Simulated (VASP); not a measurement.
# SiC (P6_3mc) in VASP: notebook

Runs on SiC. Level: PBEsol. Tasks: single point.

All numbers are computed with VASP 6.6.1; they aren't measurements. Logs are shortened: lines on timing, memory, paths and dates and some standing lists are left out, and cuts for length are marked.

### 1 The cell of the first run

The structure is hexagonal, space group P6_3mc (No. 186). The conventional cell has a = 3.294 Å, b = 3.294 Å, c = 10.613 Å, α = 90.00°, β = 90.00°, γ = 120.00°. Within 2.6 Å of Si (site symmetry 3m) lie 4 C at 2.00 to 2.01 Å. Si (site symmetry 3m) has 4 C at 1.99 to 2.01 Å within 2.6 Å. C (site symmetry 3m) has 4 Si at 2.00 to 2.01 Å within 2.6 Å. C (site symmetry 3m) has 4 Si at 1.99 to 2.01 Å within 2.6 Å.

### 2 Single point, PBEsol

Contents of INCAR:

```
  PREC = Accurate
  ENCUT = 520
  EDIFF = 1E-7
  ISMEAR = 0
  SIGMA = 0.05
  LREAL = F
  LASPH = T
  NELM = 60
  ALGO = Normal
  ISIF = 2
  LWAVE = F
  LCHARG = T
  GGA = PS
  LELF = T
  LVHAR = T
  NBANDS = 26
```

Contents of KPOINTS:

```
regular mesh
0
Gamma
  12 12 4
```

Contents of POSCAR:

```
SiC
1.0
    3.2935000000      0.0000000000      0.0000000000
   -1.6467500000      2.8522546674      0.0000000000
    0.0000000000      0.0000000000     10.6132000000
Si C
4 4
Direct
    0.6666666667      0.3333333333      0.9378278494
    0.3333333333      0.6666666667      0.4378278494
    0.0000000000      0.0000000000      0.6878973398
    0.0000000000      0.0000000000      0.1878973398
    0.6666666667      0.3333333333      0.7498191768
    0.3333333333      0.6666666667      0.2498191768
    0.0000000000      0.0000000000      0.5004546340
    0.0000000000      0.0000000000      0.0004546340
```

Potentials or basis: VASP PAW PBE potentials, release 64 (Si, C).

Command:

```console
$ cat potpaw_PBE.64/Si/POTCAR potpaw_PBE.64/C/POTCAR > POTCAR
$ mpirun -np 1 vasp_std > vasp.out
```

OUTCAR:

```text
PREC = Accurate
   ENCUT = 520
   EDIFF = 1E-7
   ISMEAR = 0
   LREAL = F
   LASPH = T
   NELM = 60
   ISIF = 2
   GGA = PS

 ion  position               nearest neighbor table
   1  0.667  0.333  0.938-   5 2.00   8 2.01   8 2.01   8 2.01
   2  0.333  0.667  0.438-   6 2.00   7 2.01   7 2.01   7 2.01
   3  0.000  0.000  0.688-   7 1.99   5 2.01   5 2.01   5 2.01
   4  0.000  0.000  0.188-   8 1.99   6 2.01   6 2.01   6 2.01
   5  0.667  0.333  0.750-   1 2.00   3 2.01   3 2.01   3 2.01
   6  0.333  0.667  0.250-   2 2.00   4 2.01   4 2.01   4 2.01
   7  0.000  0.000  0.500-   3 1.99   2 2.01   2 2.01   2 2.01
   8  0.000  0.000  0.000-   4 1.99   1 2.01   1 2.01   1 2.01

  LATTYP: Found a hexagonal cell.
 ALAT       =     3.2935000000
 C/A-ratio  =     3.2224684986

  Lattice vectors:

 A1 = (   3.2935000000,   0.0000000000,   0.0000000000)
 A2 = (  -1.6467500000,   2.8522546674,   0.0000000000)
 A3 = (   0.0000000000,   0.0000000000,  10.6132000000)

Analysis of symmetry for initial positions (statically):
=====================================================================
 Subroutine PRICEL returns:
 Original cell was already a primitive cell.

 Routine SETGRP: Setting up the symmetry group for a
 hexagonal supercell.

 Subroutine GETGRP returns: Found 12 space group operations
 (whereof  6 operations were pure point group operations)
 out of a pool of 24 trial point group operations.

The static configuration has the point symmetry C_3v.
 The point group associated with its full space group is C_6v.

Analysis of symmetry for dynamics (positions and initial velocities):
=====================================================================
 Subroutine PRICEL returns:
 Original cell was already a primitive cell.

 Routine SETGRP: Setting up the symmetry group for a
 hexagonal supercell.

 Subroutine GETGRP returns: Found 12 space group operations
 (whereof  6 operations were pure point group operations)
 out of a pool of 24 trial point group operations.

The dynamic configuration has the point symmetry C_3v.
 The point group associated with its full space group is C_6v.

 Subroutine INISYM returns: Found 12 space group operations
 (whereof  6 operations are pure point group operations),
 and found     1 'primitive' translations

----------------------------------------------------------------------------------------

                                     Primitive cell

  volume of cell :      99.6993

  direct lattice vectors                    reciprocal lattice vectors
     3.293500000  0.000000000  0.000000000     0.303628359  0.175299915  0.000000000
    -1.646750000  2.852254667  0.000000000     0.000000000  0.350599829  0.000000000
     0.000000000  0.000000000 10.613200000     0.000000000  0.000000000  0.094222289

  length of vectors
     3.293500000  3.293500000 10.613200000     0.350599829  0.350599829  0.094222289

  position of ions in fractional coordinates (direct lattice)
     0.666666667  0.333333333  0.937827849
     0.333333333  0.666666667  0.437827849
     0.000000000  0.000000000  0.687897340
     0.000000000  0.000000000  0.187897340
     0.666666667  0.333333333  0.749819177
     0.333333333  0.666666667  0.249819177
     0.000000000  0.000000000  0.500454634
     0.000000000  0.000000000  0.000454634

  ion indices of the primitive-cell ions
   primitive index   ion index
                 1           1
                 2           2
                 3           3
                 4           4
                 5           5
                 6           6
                 7           7
                 8           8

----------------------------------------------------------------------------------------

 KPOINTS: regular mesh

Automatic generation of k-mesh.
 Grid dimensions read from file:
 generate k-points for:   12   12    4

 Generating k-lattice:

  Cartesian coordinates                     Fractional coordinates (reciprocal lattice)
     0.025302363  0.014608326  0.000000000     0.083333333  0.000000000  0.000000000
     0.000000000  0.029216652  0.000000000     0.000000000  0.083333333  0.000000000
     0.000000000  0.000000000  0.023555572     0.000000000  0.000000000  0.250000000

  Length of vectors
     0.029216652  0.029216652  0.023555572

  Shift w.r.t. Gamma in fractional coordinates (k-lattice)
     0.000000000  0.000000000  0.000000000

 Subroutine IBZKPT returns following result:
 ===========================================

 Found     57 irreducible k-points:

 Following reciprocal coordinates:
            Coordinates               Weight
  0.000000  0.000000  0.000000      1.000000
  0.083333  0.000000  0.000000      6.000000
  0.166667  0.000000  0.000000      6.000000
  0.250000  0.000000  0.000000      6.000000
  0.333333  0.000000  0.000000      6.000000
  0.416667 -0.000000  0.000000      6.000000
[... 16 lines left out ...]
  0.250000  0.000000  0.250000     12.000000
  0.333333  0.000000  0.250000     12.000000
 [... further k-points ...]
   k-points           NKPTS =     57   k-points in BZ     NKDIM =     57   number of bands    NBANDS=     26
   number of dos      NEDOS =    301   number of ions     NIONS =      8
   total plane-waves  NPLWV =  46080
   dimension x,y,z NGX =    24 NGY =   24 NGZ =   80
   dimension x,y,z NGXF=    48 NGYF=   48 NGZF=  160
   ions per type =               4   4
   NGX,Y,Z   is equivalent  to a cutoff of  12.11, 12.11, 12.53 a.u.
   NGXF,Y,Z  is equivalent  to a cutoff of  24.23, 24.23, 25.06 a.u.
 SYSTEM =  unknown system
   PREC   = accura    normal or accurate (medium, high low for compatibility)
   ISTART =      0    job   : 0-new  1-cont  2-samecut
   ICHARG =      2    charge: 1-file 2-atom 10-const
   ISPIN  =      1    spin polarized calculation?
   LNONCOLLINEAR =      F non collinear calculations
   LSORBIT =      F    spin-orbit coupling
   LASPH  =      T    aspherical Exc in radial PAW
   ENCUT  =  520.0 eV  38.22 Ry    6.18 a.u.   6.12  6.12 19.73*2*pi/ulx,y,z
   NELM   =     60;   NELMIN=  2; NELMDL= -5     # of ELM steps
   EDIFF  = 0.1E-06   stopping-criterion for ELM
   LREAL  =      F    real-space projection
   EDIFFG = 0.1E-05   stopping-criterion for IOM
   NSW    =      0    number of steps for IOM
   IBRION =     -1    ionic relax: 0-MD 1-quasi-New 2-CG
   NFREE  =      0    steps in history (QN), initial steepest desc. (CG)
   ISIF   =      2    stress and relaxation
   ISYM   =      2    0-nonsym 1-usesym 2-fastsym
   POTIM  = 0.5000    time-step for ionic-motion
   TEBEG  =    0.0;   TEEND  =   0.0 temperature during run
   PSTRESS=    0.0 pullay stress
   NELECT =      32.0000    total number of electrons
   NUPDOWN=      -1.0000    fix difference up-down
   EMIN   =  10.00;   EMAX   =-10.00  energy-range for DOS
   EFERMI =   0.00;   METHOD = LEGACY
   ISMEAR =     0;   SIGMA  =   0.05  broadening in eV -4-tet -1-fermi 0-gaus
   EFERMI_NEDOS =   21; number of points for ismear=-14 and -15
   IALGO  =     38    algorithm
   IMIX   =      4    mixing-type and parameters
     AMIX     =   0.40;   BMIX     =  1.00
     AMIX_MAG =   1.60;   BMIX_MAG =  1.00
  volume/ion in A,a.u.               =      12.46        84.10
  Fermi-wavevector in a.u.,A,eV,Ry     =   1.120884  2.118164 17.094104  1.256381
  Thomas-Fermi vector in A             =   2.257534
   LORBIT       =      0    0 simple, 1 ext, 2 COOP (PROOUT), +10 PAW based schemes
   GGA     = PS    functional components
   LHFCALC =     F    Hartree Fock is set to
   AEXX    =    0.0000 exact exchange contribution
   IVDW    =     0    specifies the selected vdW correction
   LEPSILON=     F    determine dielectric tensor
   LRPA    =     F    only Hartree local field effects (RPA)
 non-spin polarized calculation
 Gauss-broadening in eV      SIGMA  =   0.05
  energy-cutoff  :      520.00
  volume of cell :       99.70
 maximum number of plane-waves:      2712
   NGX = 13   NGY = 13   NGZ = 39

 number of electron      31.9999996 magnetization

 Free energy of the ion-electron system (eV)
  ---------------------------------------------------
  ext. energy  EPLUGINS =         0.00000000
  ---------------------------------------------------
  free energy    TOTEN  =       -61.90548450 eV

  energy without entropy =      -61.90548450  energy(sigma->0) =      -61.90548450

 E-fermi :   6.3393     XC(G=0): -10.7176

 val. band max:        6.1401501649   @ k =   0.0000   0.0000   0.0000
 cond. band min:       8.1603088592   @ k =   0.5000   0.0000   0.0000
 fundamental gap:      2.0201586943
 Fermi energy:         6.3393393759

 k-point     1 :       0.0000    0.0000    0.0000
  band No.  band energies     occupation
      1      -7.9465      2.00000
      2      -6.9059      2.00000
      3      -6.8765      2.00000
      4      -4.8759      2.00000
      5      -1.5370      2.00000
      6       2.1511      2.00000
[... 18 lines left out ...]
     25      12.4750      0.00000
     26      13.1195      0.00000

 k-point     2 :       0.0833    0.0000    0.0000
  band No.  band energies     occupation
      1      -7.8438      2.00000
      2      -6.8072      2.00000
      3      -6.7772      2.00000
      4      -4.7898      2.00000
      5      -1.4520      2.00000
      6       2.1566      2.00000
[... 18 lines left out ...]
     25      12.4742      0.00000
     26      12.7535      0.00000

 k-point     3 :       0.1667    0.0000    0.0000
  band No.  band energies     occupation
      1      -7.5387      2.00000
      2      -6.5152      2.00000
      3      -6.4833      2.00000
      4      -4.5408      2.00000
      5      -1.2130      2.00000
      6       2.0213      2.00000
[... 18 lines left out ...]
     25      12.7966      0.00000
     26      13.2017      0.00000

 k-point     4 :       0.2500    0.0000    0.0000
  band No.  band energies     occupation
      1      -7.0423      2.00000
      2      -6.0463      2.00000
      3      -6.0102      2.00000
      4      -4.1666      2.00000
      5      -0.8984      2.00000
      6       1.1788      2.00000
[... 18 lines left out ...]
     25      13.2322      0.00000
     26      13.7646      0.00000

 k-point     5 :       0.3333    0.0000    0.0000
  band No.  band energies     occupation
      1      -6.3810      2.00000
      2      -5.4440      2.00000
      3      -5.3981      2.00000
      4      -3.7802      2.00000
      5      -0.8162      2.00000
      6       0.0088      2.00000
[... 18 lines left out ...]
     25      13.5913      0.00000
     26      14.0266      0.00000

 k-point     6 :       0.4167   -0.0000    0.0000
  band No.  band energies     occupation
      1      -5.6292      2.00000
      2      -4.8464      2.00000
      3      -4.7637      2.00000
      4      -3.6541      2.00000
      5      -1.2290      2.00000
      6      -0.9653      2.00000
[... 427 lines left out ...]
 k-point    21 :       0.0833    0.0000    0.2500
  band No.  band energies     occupation
      1      -7.7763      2.00000
      2      -7.2441      2.00000
      3      -6.2378      2.00000
      4      -5.0536      2.00000
      5      -1.0802      2.00000
      6       0.9385      2.00000
[... 18 lines left out ...]
     25      12.4684      0.00000
     26      12.6892      0.00000

 k-point    22 :       0.1667    0.0000    0.2500
  band No.  band energies     occupation
      1      -7.4719      2.00000
      2      -6.9455      2.00000
      3      -5.9531      2.00000
      4      -4.7955      2.00000
      5      -0.8626      2.00000
      6       0.9992      2.00000
[... 18 lines left out ...]
     25      12.9288      0.00000
     26      13.1426      0.00000

 k-point    23 :       0.2500    0.0000    0.2500
  band No.  band energies     occupation
      1      -6.9768      2.00000
      2      -6.4626      2.00000
      3      -5.5000      2.00000
      4      -4.4011      2.00000
      5      -0.6124      2.00000
      6       0.7252      2.00000
[... 18 lines left out ...]
     25      13.3940      0.00000
     26      13.7657      0.00000

 k-point    24 :       0.3333    0.0000    0.2500
  band No.  band energies     occupation
      1      -6.3184      2.00000
      2      -5.8295      2.00000
      3      -4.9324      2.00000
      4      -3.9694      2.00000
      5      -0.7107      2.00000
      6      -0.1686      2.00000
[... 18 lines left out ...]
     25      13.4895      0.00000
     26      14.1600      0.00000

 [... further k-points ...]

------------------------ aborting loop because EDIFF is reached ----------------------------------------

  FORCE on cell =-STRESS in cart. coord.  units (eV):
  Direction    XX          YY          ZZ          XY          YZ          ZX
  --------------------------------------------------------------------------------------
  -------------------------------------------------------------------------------------
  Total      -18.8269718    -18.8269718    -15.3399766      0.0000000      0.0000000      0.0000000
  in kB     -302.5511012   -302.5511012   -246.5147810      0.0000000      0.0000000      0.0000000
  external PRESSURE =    -283.8723278 kB  Pullay stress =       0.0000000 kB

 VOLUME and BASIS-vectors are now :
 -----------------------------------------------------------------------------
  energy-cutoff  :      520.00
  volume of cell :       99.70
      direct lattice vectors                 reciprocal lattice vectors
     3.293500000  0.000000000  0.000000000     0.303628359  0.175299915  0.000000000
    -1.646750000  2.852254667  0.000000000     0.000000000  0.350599829  0.000000000
     0.000000000  0.000000000 10.613200000     0.000000000  0.000000000  0.094222289

 POSITION                                       TOTAL-FORCE (eV/Angst)
 -----------------------------------------------------------------------------------
      1.64675      0.95075      9.95335         0.000000     -0.000000      0.059750
     -0.00000      1.90150      4.64675        -0.000000      0.000000      0.059750
      0.00000      0.00000      7.30079         0.000000     -0.000000      0.009291
      0.00000      0.00000      1.99419        -0.000000      0.000000      0.009291
      1.64675      0.95075      7.95798         0.000000      0.000000     -0.053255
     -0.00000      1.90150      2.65138        -0.000000      0.000000     -0.053255
      0.00000      0.00000      5.31143         0.000000      0.000000     -0.015786
      0.00000      0.00000      0.00483         0.000000      0.000000     -0.015786
 -----------------------------------------------------------------------------------
    total drift:                                0.000000      0.000000      0.000059

  FREE ENERGIE OF THE ION-ELECTRON SYSTEM (eV)
  ---------------------------------------------------
  free  energy   TOTEN  =       -61.9054845024 eV

  energy  without entropy=      -61.9054845024  energy(sigma->0) =      -61.90548450
```

It took 3.7 min on 1 thread of Intel Xeon 8259CL, shared host; peak memory 0.26 GiB.

What came out:

| Item | Value |
| --- | --- |
| Free energy | -61.9055 eV |
| Pressure | -28.4 GPa |
| Largest force | 0.060 eV/Å |
| Band gap on the k mesh | 2.02 eV (least direct gap 3.04 eV) |

Forces in eV/Å, atoms in the order of the input:
```
Si   0.000  0.000  0.060
Si   0.000  0.000  0.060
Si   0.000  0.000  0.009
Si   0.000  0.000  0.009
C    0.000  0.000 -0.053
C    0.000  0.000 -0.053
C    0.000  0.000 -0.016
C    0.000  0.000 -0.016
```

Caveat: the stress differs along the axes, from -30 to -25 GPa; the PAW data sets were made with another functional, which shifts forces and pressure a little.

### 3 Single point, PBEsol

This run uses another cell than the first one, of 12.78 Å³/atom.

Contents of INCAR:

```
SYSTEM = SiC
PREC = Accurate
ENCUT = 520
EDIFF = 1E-7
ISMEAR = 0
SIGMA = 0.05
LREAL = .False.
LASPH = .True.
NELM = 80
ALGO = Normal
ISIF = 2
LWAVE = .False.
LCHARG = .False.
GGA = PS
NBANDS = 26
```

Contents of KPOINTS:

```
Automatic mesh
0
Gamma
  12 12 4
  0 0 0
```

Edit POSCAR of step 2 so:

```diff
@@ -4,3 +4,3 @@
    -1.6467500000      2.8522546674      0.0000000000
-    0.0000000000      0.0000000000     10.6132000000
+    0.0000000000      0.0000000000     10.8819000000
 Si C
```

Potentials or basis: VASP PAW PBE potentials, release 64 (Si, C).

Command:

```console
$ cat potpaw_PBE.64/Si/POTCAR potpaw_PBE.64/C/POTCAR > POTCAR
$ mpirun -np 1 vasp_std > vasp.out
```

Wall time 3.5 min (1 thread of Intel Xeon 8259CL, shared host); peak memory 0.27 GiB.

The run converged. Its results:

```
Free energy            : -61.4553 eV
Pressure               : -30.6 GPa
Largest force          : 0.061 eV/Å
Band gap on the k mesh : 1.98 eV (least direct gap 3.05 eV)
```

Forces in eV/Å, atoms in the order of the input:
```
Si   0.000  0.000  0.061
Si   0.000  0.000  0.061
Si   0.000  0.000 -0.010
Si   0.000  0.000 -0.010
C    0.000  0.000 -0.034
C    0.000  0.000 -0.034
C    0.000  0.000 -0.016
C    0.000  0.000 -0.016
```

Stress tensor (GPa, compression positive):
```
-29.79   0.00   0.00
  0.00 -29.79   0.00
  0.00   0.00 -32.27
```

Levels at points of the mesh, in eV from the valence-band top:
```tsv
k point	band 12	band 13	band 14	band 15	band 16	band 17	band 18	band 19	band 20	band 21
(0.00, 0.00, 0.00)	-0.54	-0.54	-0.08	0.00	0.00	3.42	3.82	3.97	4.47	5.76
(0.50, 0.00, 0.00)	-2.09	-2.09	-2.03	-1.45	-1.07	1.98	2.06	3.40	3.50	4.35
(0.00, 0.00, 0.50)	-0.93	-0.19	-0.19	-0.19	-0.19	3.62	3.62	4.61	4.61	5.93
(0.50, 0.00, 0.50)	-2.62	-2.23	-2.23	-1.42	-1.42	2.38	2.38	3.51	3.51	4.62
```

Caveat: the cell stands under tension; the PAW data sets were made with another functional, which shifts forces and pressure a little.
